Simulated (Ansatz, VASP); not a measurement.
## C: VASP beside Ansatz

Contents of INCAR:

```
PREC     = Accurate       # precision mode
ENCUT    = 520            # plane-wave cutoff, eV
EDIFF    = 1E-6           # SCF threshold, eV
ISMEAR   = -1             # smearing method
SIGMA    = 0.02           # smearing width, eV
LREAL    = F              # projectors in reciprocal space
LASPH    = T              # aspherical terms in the spheres
NELM     = 60             # most SCF steps
ALGO     = Normal         # electronic algorithm
ISIF     = 2              # what is computed and relaxed
LWAVE    = F              # write WAVECAR
LCHARG   = T              # write CHGCAR
GGA      = PE             # functional
LELF     = T              # ELF
LVHAR    = T            
NBANDS   = 16             # bands
```

The input KPOINTS:

```
Automatic mesh
0
Gamma
  12 12 6
```

File POSCAR:

```
C
1.0
    2.3780356032      0.0000000000      0.0000000000
   -1.1890178016      2.1678307826      0.0000000000
    0.0000000000      0.0000000000      4.1688692921
C
4
Direct
    0.3340956365      0.6681912729      0.0005945310
    0.6659043635      0.3318087271      0.5005945310
    0.3340956365      0.6681912729      0.3744054690
    0.6659043635      0.3318087271      0.8744054690
```

Input for Ansatz:

```yaml
crystal:
  lattice:
    - [2.3780356032, 0.0, 0.0]
    - [-1.1890178016, 2.1678307826, 0.0]
    - [0.0, 0.0, 4.1688692921]
  atoms:
    - { symbol: C, position: [0.3340956365, 0.6681912729, 0.000594531] }
    - { symbol: C, position: [0.6659043635, 0.3318087271, 0.500594531] }
    - { symbol: C, position: [0.3340956365, 0.6681912729, 0.374405469] }
    - { symbol: C, position: [0.6659043635, 0.3318087271, 0.874405469] }
kpoints:
  mp_grid: { grid: [12, 12, 6] }
  band_path:
    path:
      - [0.0, 0.0, 0.0]
      - [0.5, 0.0, 0.0]
      - [0.3333333333, 0.3333333333, 0.0]
      - [0.0, 0.0, 0.5]
      - [0.5, 0.0, 0.5]
      - [0.3333333333, 0.3333333333, 0.5]
      - [0.341146, 0.329427, 0.0]
    npoints: 1
hamiltonian:
  xc: pbe
scf:
  occupations: { method: fermi_dirac, width: 0.02 }
  n_extra_bands: 5
output:
  forces: true
  stress: true
  eigenvalues: true
```

Change from the starting cell: uniaxial_x strain -5.0%.

Alike in both runs: task single point; functional PBE; k mesh 12 × 12 × 6; occupations fermi-dirac, width 0.02 eV; no spin polarisation.

|  | VASP | Ansatz |
| --- | --- | --- |
| version | VASP 6.6.1 | Ansatz 0.2.0 |
| potentials or method | VASP PAW PBE potentials, release 64 (C) | plane waves, PAW |
| plane-wave cutoff (eV) | 520 | 420 |
| valence electrons in the cell | 16 | 16 |

VASP gave:

| Property | Result |
| --- | --- |
| gap on the k mesh at the Fermi level (eV) | 2.76 |
| pressure (GPa) | 31.2 |
| traceless stress, the component that is largest in VASP (GPa) | 45.26 |
| rms of the force components (eV/Å) | 0.053 |

Question: Estimate Ansatz's values.

Answer: gap on the k mesh at the Fermi level (eV): 2.78; pressure (GPa): 30.3; traceless stress, the component that is largest in VASP (GPa): 45.04; rms of the force components (eV/Å): 0.043.

Atom by atom the forces differ by 0.010 eV/Å (rms over components). Both programs put the cell under a high pressure, so it lies far from rest at this level.
